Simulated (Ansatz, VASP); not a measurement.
Two plane-wave programs on Pd

Contents of INCAR:

```
SYSTEM = Pd
PREC     = Accurate       ! precision mode
ENCUT    = 520            ! plane-wave cutoff, eV
EDIFF    = 1E-8           ! SCF threshold, eV
ISMEAR   = -1             ! smearing method
SIGMA    = 0.05           ! smearing width, eV
LREAL    = .False.        ! projectors in reciprocal space
LASPH    = .True.         ! aspherical terms in the spheres
NELM     = 60             ! most SCF steps
ALGO     = Normal         ! electronic algorithm
ISIF     = 2              ! what is computed and relaxed
LWAVE    = .False.        ! write WAVECAR
LCHARG   = .False.        ! write CHGCAR
GGA      = PE             ! functional
LEFG     = .True.       
NBANDS   = 11             ! bands
```

The input KPOINTS:

```
Automatic mesh
0
Gamma
  18 18 18
  0 0 0
```

File POSCAR:

```
Pd
1.0
   -0.0194490000      1.9351755000      1.9351755000
    1.9351755000     -0.0194490000      1.9351755000
    1.9351755000      1.9351755000     -0.0194490000
Pd
1
Direct
    0.0000000000      0.0000000000      0.0000000000
```

Input for Ansatz:

```yaml
crystal:
  lattice:
    - [-0.019449, 1.9351755, 1.9351755]
    - [1.9351755, -0.019449, 1.9351755]
    - [1.9351755, 1.9351755, -0.019449]
  atoms:
    - { symbol: Pd, position: [0.0, 0.0, 0.0] }
kpoints:
  mp_grid: { grid: [18, 18, 18] }
scf:
  occupations: { method: fermi_dirac, width: 0.05 }
hamiltonian:
  xc: pbe
  pseudopotentials: { kind: paw }
output:
  forces: true
  stress: true
  eigenvalues: true
  efg: { contact_densities: true }
  write_density: true
  write_potential: true
  elf: true
  volumetric_format: npy
```

Change from the starting cell: equal xy, yz and zx shear strains of -1 %, PAW files.

Alike in both runs: task electric field gradients; functional PBE; k mesh 18 × 18 × 18; occupations fermi-dirac, width 0.05 eV; no spin polarisation.

|  | VASP | Ansatz |
| --- | --- | --- |
| version | VASP 6.6.1 | Ansatz 0.2.0 |
| potentials or method | VASP PAW PBE potentials, release 64 (Pd) | PAW with Ansatz's default frozen-core files, scalar-relativistic |
| plane-wave cutoff (eV) | 520 | 420 |
| valence electrons in the cell | 10 | 18 |

|  | VASP | Ansatz | Ansatz less VASP |
| --- | --- | --- | --- |
| pressure (GPa) | 7.3 | 7.7 | +0.35 |
| traceless stress, the component that is largest in VASP (GPa) | 0.78 | 0.78 | +0.003 |
| size of Vzz on the site where it differs most (V/Å²) | 3.2 | 6.3 | +3.16 |

VASP's potentials hold 10 valence electrons a cell and Ansatz's 18, so a difference there can come from the potentials and not from the codes.
